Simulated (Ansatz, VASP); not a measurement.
## Be: VASP beside Ansatz

Contents of INCAR:

```
SYSTEM = Be
PREC     = Accurate       ! precision mode
ENCUT    = 520            ! plane-wave cutoff, eV
EDIFF    = 1E-6           ! SCF threshold, eV
ISMEAR   = 0              ! smearing method
SIGMA    = 0.1            ! smearing width, eV
LREAL    = .False.        ! projectors in reciprocal space
LASPH    = .True.         ! aspherical terms in the spheres
NELM     = 100            ! most SCF steps
ALGO     = Normal         ! electronic algorithm
ISIF     = 2              ! what is computed and relaxed
LWAVE    = .False.        ! write WAVECAR
LCHARG   = .False.        ! write CHGCAR
GGA      = CA             ! functional
NBANDS   = 12             ! bands
```

Contents of KPOINTS:

```
regular mesh
0
Gamma
  4 4 7
  0 0 0
```

POSCAR

```
Be
1.0
    3.7507200000      0.0584600000     -0.0113600000
    0.0584600000      3.7433900000      0.0045400000
   -0.0069200000      0.0027600000      2.2590000000
Be
4
Direct
    0.2950100000      0.3054400000      0.9947400000
    0.6954300000      0.7011800000      0.0039500000
    0.1962100000      0.8033200000      0.5064000000
    0.7932530737      0.2111766519      0.5018984086
```

Input for Ansatz:

```yaml
crystal:
  lattice:
    - [3.75072, 0.05846, -0.01136]
    - [0.05846, 3.74339, 0.00454]
    - [-0.00692, 0.00276, 2.259]
  atoms:
    - { symbol: Be, position: [0.29501, 0.30544, 0.99474] }
    - { symbol: Be, position: [0.69543, 0.70118, 0.00395] }
    - { symbol: Be, position: [0.19621, 0.80332, 0.5064] }
    - { symbol: Be, position: [0.7932530736810403, 0.21117665191304152, 0.5018984086398103] }
basis:
  ecutwfc: 540.0
  xc_grid: 2
kpoints:
  mp_grid:
    grid: [4, 4, 7]
hamiltonian:
  xc: lda
scf:
  convergence:
    dr2_threshold: 1.0e-09
  occupations:
    method: gaussian
    width: 0.1
output:
  forces: true
  stress: true
```

Alike in both runs: task single point; functional LDA; k mesh 4 × 4 × 7; occupations gaussian, width 0.1 eV; no spin polarisation.

|  | VASP | Ansatz |
| --- | --- | --- |
| version | VASP 6.6.1 | Ansatz 0.2.0 |
| potentials or method | VASP PAW LDA potentials, release 64 (Be), cutoff 520 eV | plane waves, PAW |
| valence electrons in the cell | 8 | 8 |

Ansatz gave:

| Item | Value |
| --- | --- |
| pressure (GPa) | -3.4 |
| traceless stress, the component that is largest in VASP (GPa) | -5.68 |
| rms of the force components (eV/Å) | 0.134 |

Problem. Which values does VASP return?

Solution. Pressure (GPa): -3.0; traceless stress, the component that is largest in VASP (GPa): -5.66; rms of the force components (eV/Å): 0.134.

LDA's correlation is that of Perdew and Zunger in VASP and of Perdew and Wang (1992) in Ansatz. Atom by atom the forces differ by 0.001 eV/Å (rms over components). Ansatz's warnings: stress scf threshold loose.

The k mesh is coarse, so the values compare programs but aren't converged.
